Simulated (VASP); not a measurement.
# WC (I4/mmm) in VASP: further runs

WC is run at these levels: PBEsol; tasks: single point.

Program: VASP 6.6.1. These are calculated values, not measurements. Logs are shortened: lines on timing, memory, paths and dates and some standing lists are left out, and cuts for length are marked.

## Step 1: The cell of the first run

Symmetry: I4/mmm, No. 139, tetragonal system. Conventional cell: a = 3.149 Å, b = 3.149 Å, c = 4.128 Å, α = 90.00°, β = 90.00°, γ = 90.00°. Within 2.7 Å of W (site symmetry 4/mmm) lie 6 C at 2.06 to 2.23 Å. Within 2.7 Å of C (site symmetry 4/mmm) lie 6 W at 2.06 to 2.23 Å.

## Step 2: Single point, PBEsol (strain +0.025 along x and y, -0.050 along z)

The input, INCAR:

```
SYSTEM = WC
PREC = Accurate
ENCUT = 520
EDIFF = 1E-6
ISMEAR = 0
SIGMA = 0.15
LREAL = .False.
LASPH = .True.
NELM = 60
ALGO = Normal
ISIF = 2
LWAVE = .False.
LCHARG = .False.
GGA = PS
NBANDS = 16
```

The input, KPOINTS:

```
regular mesh
0
Gamma
  24 24 24
  0 0 0
```

The input, POSCAR:

```
WC
1.0
    0.0000000000      2.2270025086      2.0640511055
    2.2270025086      0.0000000000      2.0640511055
    2.2270025086      2.2270025086      0.0000000000
W C
1 1
Direct
    0.0000000000      0.0000000000      0.0000000000
    0.5000000000      0.5000000000      0.5000000000
```

Potentials or basis: VASP PAW PBE potentials, release 64 (W_sv, C).

Started as:

```console
> cat potpaw_PBE.64/W_sv/POTCAR potpaw_PBE.64/C/POTCAR > POTCAR
> mpirun -np 1 vasp_std > vasp.out
```

OUTCAR:

```text
SYSTEM = WC
   PREC = Accurate
   ENCUT = 520
   EDIFF = 1E-6
   ISMEAR = 0
   LREAL = .False.
   LASPH = .True.
   NELM = 60
   ISIF = 2
   GGA = PS

 ion  position               nearest neighbor table
   1  0.000  0.000  0.000-   2 2.06   2 2.06   2 2.23   2 2.23   2 2.23   2 2.23
   2  0.500  0.500  0.500-   1 2.06   1 2.06   1 2.23   1 2.23   1 2.23   1 2.23

  LATTYP: Found a body centered tetragonal cell.
 ALAT       =     3.1494571511
 C/A-ratio  =     1.3107345212

  Lattice vectors:

 A1 = (   0.0000000000,  -2.2270025086,  -2.0640511055)
 A2 = (   0.0000000000,   2.2270025086,  -2.0640511055)
 A3 = (   2.2270025086,   0.0000000000,   2.0640511055)

Analysis of symmetry for initial positions (statically):
=====================================================================
 Subroutine PRICEL returns:
 Original cell was already a primitive cell.

 Routine SETGRP: Setting up the symmetry group for a
 body centered tetragonal supercell.

 Subroutine GETGRP returns: Found 16 space group operations
 (whereof 16 operations were pure point group operations)
 out of a pool of 16 trial point group operations.

The static configuration has the point symmetry D_4h.

Analysis of symmetry for dynamics (positions and initial velocities):
=====================================================================
 Subroutine PRICEL returns:
 Original cell was already a primitive cell.

 Routine SETGRP: Setting up the symmetry group for a
 body centered tetragonal supercell.

 Subroutine GETGRP returns: Found 16 space group operations
 (whereof 16 operations were pure point group operations)
 out of a pool of 16 trial point group operations.

The dynamic configuration has the point symmetry D_4h.

 Subroutine INISYM returns: Found 16 space group operations
 (whereof 16 operations are pure point group operations),
 and found     1 'primitive' translations

----------------------------------------------------------------------------------------

                                     Primitive cell

  volume of cell :      20.4735

  direct lattice vectors                    reciprocal lattice vectors
     0.000000000  2.227002509  2.064051105    -0.224517035  0.224517035  0.242242064
     2.227002509  0.000000000  2.064051105     0.224517035 -0.224517035  0.242242064
     2.227002509  2.227002509  0.000000000     0.224517035  0.224517035 -0.242242064

  length of vectors
     3.036420119  3.036420119  3.149457151     0.399370774  0.399370774  0.399370774

  position of ions in fractional coordinates (direct lattice)
     0.000000000  0.000000000  0.000000000
     0.500000000  0.500000000  0.500000000

  ion indices of the primitive-cell ions
   primitive index   ion index
                 1           1
                 2           2

----------------------------------------------------------------------------------------

 KPOINTS: regular mesh

Automatic generation of k-mesh.
 Grid dimensions read from file:
 generate k-points for:   24   24   24

 Generating k-lattice:

  Cartesian coordinates                     Fractional coordinates (reciprocal lattice)
    -0.009354876  0.009354876  0.010093419     0.041666667 -0.000000000  0.000000000
     0.009354876 -0.009354876  0.010093419    -0.000000000  0.041666667  0.000000000
     0.009354876  0.009354876 -0.010093419     0.000000000  0.000000000  0.041666667

  Length of vectors
     0.016640449  0.016640449  0.016640449

  Shift w.r.t. Gamma in fractional coordinates (k-lattice)
     0.000000000  0.000000000  0.000000000

 Subroutine IBZKPT returns following result:
 ===========================================

 Found   1063 irreducible k-points:

 Following reciprocal coordinates:
            Coordinates               Weight
  0.000000  0.000000  0.000000      1.000000
  0.041667 -0.000000  0.000000      8.000000
  0.083333 -0.000000  0.000000      8.000000
  0.125000 -0.000000  0.000000      8.000000
  0.166667 -0.000000  0.000000      8.000000
  0.208333  0.000000  0.000000      8.000000
[... 16 lines left out ...]
  0.416667  0.041667  0.000000      8.000000
  0.458333  0.041667  0.000000      8.000000
 [... further k-points ...]
   k-points           NKPTS =   1063   k-points in BZ     NKDIM =   1063   number of bands    NBANDS=     16
   number of dos      NEDOS =    301   number of ions     NIONS =      2
   total plane-waves  NPLWV =  13824
   dimension x,y,z NGX =    24 NGY =   24 NGZ =   24
   dimension x,y,z NGXF=    48 NGYF=   48 NGZF=   48
   ions per type =               1   1
   NGX,Y,Z   is equivalent  to a cutoff of  13.14, 13.14, 12.67 a.u.
   NGXF,Y,Z  is equivalent  to a cutoff of  26.28, 26.28, 25.34 a.u.
 SYSTEM =  WC
   PREC   = accura    normal or accurate (medium, high low for compatibility)
   ISTART =      0    job   : 0-new  1-cont  2-samecut
   ICHARG =      2    charge: 1-file 2-atom 10-const
   ISPIN  =      1    spin polarized calculation?
   LNONCOLLINEAR =      F non collinear calculations
   LSORBIT =      F    spin-orbit coupling
   LASPH  =      T    aspherical Exc in radial PAW
   ENCUT  =  520.0 eV  38.22 Ry    6.18 a.u.   5.65  5.65  5.86*2*pi/ulx,y,z
   NELM   =     60;   NELMIN=  2; NELMDL= -5     # of ELM steps
   EDIFF  = 0.1E-05   stopping-criterion for ELM
   LREAL  =      F    real-space projection
   EDIFFG = 0.1E-04   stopping-criterion for IOM
   NSW    =      0    number of steps for IOM
   IBRION =     -1    ionic relax: 0-MD 1-quasi-New 2-CG
   NFREE  =      0    steps in history (QN), initial steepest desc. (CG)
   ISIF   =      2    stress and relaxation
   ISYM   =      2    0-nonsym 1-usesym 2-fastsym
   POTIM  = 0.5000    time-step for ionic-motion
   TEBEG  =    0.0;   TEEND  =   0.0 temperature during run
   PSTRESS=    0.0 pullay stress
   NELECT =      18.0000    total number of electrons
   NUPDOWN=      -1.0000    fix difference up-down
   EMIN   =  10.00;   EMAX   =-10.00  energy-range for DOS
   EFERMI =   0.00;   METHOD = LEGACY
   ISMEAR =     0;   SIGMA  =   0.15  broadening in eV -4-tet -1-fermi 0-gaus
   EFERMI_NEDOS =   21; number of points for ismear=-14 and -15
   IALGO  =     38    algorithm
   IMIX   =      4    mixing-type and parameters
     AMIX     =   0.40;   BMIX     =  1.00
     AMIX_MAG =   1.60;   BMIX_MAG =  1.00
  volume/ion in A,a.u.               =      10.24        69.08
  Fermi-wavevector in a.u.,A,eV,Ry     =   1.568321  2.963698 33.465322  2.459632
  Thomas-Fermi vector in A             =   2.670370
   LORBIT       =      0    0 simple, 1 ext, 2 COOP (PROOUT), +10 PAW based schemes
   GGA     = PS    functional components
   LHFCALC =     F    Hartree Fock is set to
   AEXX    =    0.0000 exact exchange contribution
   IVDW    =     0    specifies the selected vdW correction
   LEPSILON=     F    determine dielectric tensor
   LRPA    =     F    only Hartree local field effects (RPA)
 non-spin polarized calculation
 Gauss-broadening in eV      SIGMA  =   0.15
  energy-cutoff  :      520.00
  volume of cell :       20.47
 maximum number of plane-waves:       572
   NGX = 11   NGY = 11   NGZ = 11

 number of electron      17.9999999 magnetization

 Free energy of the ion-electron system (eV)
  ---------------------------------------------------
  ext. energy  EPLUGINS =         0.00000000
  ---------------------------------------------------
  free energy    TOTEN  =       -22.83015032 eV

  energy without entropy =      -22.81978442  energy(sigma->0) =      -22.82496737

 E-fermi :  12.6752     XC(G=0): -13.9955

 val. band max:       12.6749631619   @ k =   0.1250   0.0833   0.0000
 cond. band min:      12.6751667103   @ k =   0.2917   0.2917   0.0000
 fundamental gap:      0.0002035484
 Fermi energy:        12.6751522717

 k-point     1 :       0.0000    0.0000    0.0000
  band No.  band energies     occupation
      1     -62.6184      2.00000
      2     -26.6476      2.00000
      3     -26.6130      2.00000
      4     -26.6130      2.00000
      5      -3.3502      2.00000
      6       9.5522      2.00000
[... 8 lines left out ...]
     15      22.3686      0.00000
     16      35.1237      0.00000

 k-point     2 :       0.0417   -0.0000    0.0000
  band No.  band energies     occupation
      1     -62.6176      2.00000
      2     -26.6537      2.00000
      3     -26.6194      2.00000
      4     -26.6149      2.00000
      5      -3.2985      2.00000
      6       9.4334      2.00000
[... 8 lines left out ...]
     15      22.4914      0.00000
     16      34.6883      0.00000

 k-point     3 :       0.0833   -0.0000    0.0000
  band No.  band energies     occupation
      1     -62.6154      2.00000
      2     -26.6804      2.00000
      3     -26.6293      2.00000
      4     -26.6206      2.00000
      5      -3.1450      2.00000
      6       9.0481      2.00000
[... 8 lines left out ...]
     15      22.8463      0.00000
     16      33.6050      0.00000

 k-point     4 :       0.1250   -0.0000    0.0000
  band No.  band energies     occupation
      1     -62.6120      2.00000
      2     -26.7322      2.00000
      3     -26.6351      2.00000
      4     -26.6296      2.00000
      5      -2.8948      2.00000
      6       8.4505      2.00000
[... 8 lines left out ...]
     15      23.3896      0.00000
     16      32.2976      0.00000
[... 324 lines left out ...]
 k-point    22 :       0.3750    0.0417    0.0000
  band No.  band energies     occupation
      1     -62.5816      2.00000
      2     -27.1859      2.00000
      3     -26.7151      2.00000
      4     -26.6582      2.00000
      5      -0.0365      2.00000
      6       4.3652      2.00000
[... 8 lines left out ...]
     15      26.1257      0.00000
     16      26.4756      0.00000

 k-point    23 :       0.4167    0.0417    0.0000
  band No.  band energies     occupation
      1     -62.5778      2.00000
      2     -27.2396      2.00000
      3     -26.7231      2.00000
      4     -26.6633      2.00000
      5       0.5567      2.00000
      6       3.7008      2.00000
[... 8 lines left out ...]
     15      25.2188      0.00000
     16      26.2996      0.00000

 k-point    24 :       0.4583    0.0417    0.0000
  band No.  band energies     occupation
      1     -62.5754      2.00000
      2     -27.2750      2.00000
      3     -26.7277      2.00000
      4     -26.6680      2.00000
      5       1.1143      2.00000
      6       3.0975      2.00000
[... 8 lines left out ...]
     15      24.5744      0.00000
     16      25.7008      0.00000

 [... further k-points ...]

------------------------ aborting loop because EDIFF is reached ----------------------------------------

  FORCE on cell =-STRESS in cart. coord.  units (eV):
  Direction    XX          YY          ZZ          XY          YZ          ZX
  --------------------------------------------------------------------------------------
  -------------------------------------------------------------------------------------
  Total       -1.4914668     -1.4914668      5.6257730      0.0000000     -0.0000000     -0.0000000
  in kB     -116.7165162   -116.7165162    440.2515881      0.0000000     -0.0000000     -0.0000000
  external PRESSURE =      68.9395185 kB  Pullay stress =       0.0000000 kB

 VOLUME and BASIS-vectors are now :
 -----------------------------------------------------------------------------
  energy-cutoff  :      520.00
  volume of cell :       20.47
      direct lattice vectors                 reciprocal lattice vectors
     0.000000000  2.227002509  2.064051105    -0.224517035  0.224517035  0.242242064
     2.227002509  0.000000000  2.064051105     0.224517035 -0.224517035  0.242242064
     2.227002509  2.227002509  0.000000000     0.224517035  0.224517035 -0.242242064

 POSITION                                       TOTAL-FORCE (eV/Angst)
 -----------------------------------------------------------------------------------
      0.00000      0.00000      0.00000         0.000000     -0.000000     -0.000000
      2.22700      2.22700      2.06405        -0.000000      0.000000      0.000000
 -----------------------------------------------------------------------------------
    total drift:                                0.000000     -0.000000     -0.000000

  FREE ENERGIE OF THE ION-ELECTRON SYSTEM (eV)
  ---------------------------------------------------
  free  energy   TOTEN  =       -22.8301503158 eV

  energy  without entropy=      -22.8197844157  energy(sigma->0) =      -22.82496737
```

Wall time 100 s (1 thread of Intel Xeon 6975P-C (Granite Rapids), shared host); peak memory 0.43 GiB.

Results:

```yaml
Free_energy: -22.8302 eV
Pressure: 6.9 GPa
Band_gap_on_the_k_mesh: zero (bands 9 and 10 overlap by 3.42 eV)
```

Stress tensor (GPa, compression positive):
```
-11.67   0.00   0.00
  0.00 -11.67   0.00
  0.00   0.00  44.03
```

Caveat: the cell differs from its parent crystal (strain +0.025 along x and y, -0.050 along z); the stress differs along the axes, from -12 to 44 GPa; the PAW data sets were made with another functional, which shifts forces and pressure a little; spin-orbit coupling is left out, which moves the levels of the heavy elements.

## Step 3: Single point, PBEsol (strain +0.025 along x and y, -0.025 along z)

The input, INCAR:

```
SYSTEM = WC
ALGO = Normal ; EDIFF = 1E-6
ENCUT = 520 ; GGA = PS
ISIF = 2 ; ISMEAR = 0
LASPH = .True. ; LCHARG = .True.
LELF = .True. ; LREAL = .False.
LVHAR = .True. ; LWAVE = .False.
NBANDS = 16 ; NELM = 80
PREC = Accurate ; SIGMA = 0.15
```

The input, KPOINTS:

```
k-points
0
Gamma
  24 24 24
  0 0 0
```

The input, POSCAR:

```
WC
1.0
    0.0000000000      2.2270025086      2.1183682398
    2.2270025086      0.0000000000      2.1183682398
    2.2270025086      2.2270025086      0.0000000000
W C
1 1
Direct
    0.0000000000      0.0000000000      0.0000000000
    0.5000000000      0.5000000000      0.5000000000
```

Potentials or basis: VASP PAW PBE potentials, release 64 (W_sv, C).

Started as:

```console
> cat potpaw_PBE.64/W_sv/POTCAR potpaw_PBE.64/C/POTCAR > POTCAR
> mpirun -np 1 vasp_std > vasp.out
```

Wall time 2 min (1 thread of Intel Xeon 6975P-C (Granite Rapids), shared host); peak memory 0.44 GiB.

It converged, with:

| Quantity | Value |
| --- | --- |
| Free energy | -22.9268 eV |
| Pressure | -5.9 GPa |
| Band gap on the k mesh | zero (bands 9 and 10 overlap by 3.09 eV) |

Stress tensor (GPa, compression positive):
```
-16.12   0.00   0.00
  0.00 -16.12   0.00
  0.00   0.00  14.62
```

Levels at points of the mesh, in eV from the Fermi level:
```
           k point  band 7  band 8  band 9  band 10  band 11  band 12
(0.00, 0.00, 0.00)   -2.94   -2.33   -1.25    -1.10    -1.10    -0.85
(0.50, 0.00, 0.00)   -6.65   -6.57    0.88     1.31     2.43     4.90
(0.50, 0.50, 0.00)   -5.16   -2.69   -2.69     0.95     2.30     2.30
(0.50, 0.00, 0.50)   -5.76   -2.41   -2.25     0.77     2.04     2.54
```

Caveat: the cell differs from its parent crystal (strain +0.025 along x and y, -0.025 along z); the stress differs along the axes, from -16 to 15 GPa; the PAW data sets were made with another functional, which shifts forces and pressure a little; spin-orbit coupling is left out, which moves the levels of the heavy elements.

## Step 4: Single point, PBEsol (strain +0.050 along x and y, -0.050 along z)

The input, INCAR:

```
SYSTEM = WC
PREC     = Accurate       ! precision mode
ENCUT    = 520            ! plane-wave cutoff, eV
EDIFF    = 1E-6           ! SCF threshold, eV
ISMEAR   = 0              ! smearing method
SIGMA    = 0.15           ! smearing width, eV
LREAL    = .FALSE.        ! projectors in reciprocal space
LASPH    = .TRUE.         ! aspherical terms in the spheres
NELM     = 60             ! most SCF steps
ALGO     = Normal         ! electronic algorithm
ISIF     = 2              ! what is computed and relaxed
LWAVE    = .FALSE.        ! write WAVECAR
LCHARG   = .FALSE.        ! write CHGCAR
GGA      = PS             ! functional
NBANDS   = 16             ! bands
```

The input, KPOINTS:

```
Automatic mesh
0
G
  24 24 24
  0 0 0
```

The input, POSCAR:

```
WC
1.0
    0.0000000000      2.2813196429      2.0640511055
    2.2813196429      0.0000000000      2.0640511055
    2.2813196429      2.2813196429      0.0000000000
W C
1 1
Direct
    0.0000000000      0.0000000000      0.0000000000
    0.5000000000      0.5000000000      0.5000000000
```

Started as:

```console
> cat potpaw_PBE.64/W_sv/POTCAR potpaw_PBE.64/C/POTCAR > POTCAR
> mpirun -np 1 vasp_std > vasp.out
```

Run time: 2.3 min. Hardware: 1 thread of Intel Xeon 6975P-C (Granite Rapids), shared host; peak memory 0.44 GiB.

The run converged. Its results:

```yaml
Free_energy: -22.7020 eV
Pressure: -7.6 GPa
Band_gap_on_the_k_mesh: zero (bands 9 and 10 overlap by 3.46 eV)
```

Stress tensor (GPa, compression positive):
```
-28.05   0.00   0.00
  0.00 -28.05   0.00
  0.00   0.00  33.38
```

Levels at points of the mesh, in eV from the Fermi level:
```tsv
k point	band 5	band 6	band 7	band 8	band 9	band 10	band 11	band 12	band 13	band 14
(0.00, 0.00, 0.00)	-15.60	-2.97	-2.97	-1.82	-1.48	-1.11	-1.11	-0.87	-0.62	7.12
(0.50, 0.00, 0.00)	-10.98	-9.61	-6.57	-6.48	0.69	1.56	2.54	4.81	7.58	9.11
(0.50, 0.50, 0.00)	-13.30	-5.65	-4.63	-2.86	-2.86	1.04	2.19	2.19	6.05	7.11
(0.50, 0.00, 0.50)	-13.48	-5.83	-5.52	-2.28	-1.96	0.51	1.75	2.61	4.85	8.00
```

Caveat: the cell differs from its parent crystal (strain +0.050 along x and y, -0.050 along z); the stress differs along the axes, from -28 to 33 GPa; the PAW data sets were made with another functional, which shifts forces and pressure a little; spin-orbit coupling is left out, which moves the levels of the heavy elements.

## Step 5: Overview

```tsv
cell	gap on the mesh (eV)	pressure (GPa)
a = 3.036, b = 3.036, c = 3.149 Å, angles 58.8, 58.8, 62.5°, 2 atoms	none	6.9
a = 3.074, b = 3.074, c = 3.149 Å, angles 59.2, 59.2, 61.6°, 2 atoms	none	-5.9
a = 3.076, b = 3.076, c = 3.226 Å, angles 58.4, 58.4, 63.2°, 2 atoms	none	-7.6
```

Alike in all rows: task single point; level PBEsol; potentials or basis VASP PAW PBE potentials, release 64 (W_sv, C); no spin polarisation; k mesh 24 × 24 × 24; cutoff (eV) 520; smearing gaussian 0.15 eV.

Caveats: the PAW data sets were made with another functional, which shifts forces and pressure a little; spin-orbit coupling is left out, which moves the levels of the heavy elements; the stress differs along the axes, from -12 to 44 GPa (at least some runs); the stress differs along the axes, from -16 to 15 GPa (at least some runs); the stress differs along the axes, from -28 to 33 GPa (at least some runs).

Total energies depend on the potentials used, so only differences within one code and one set of settings carry meaning.
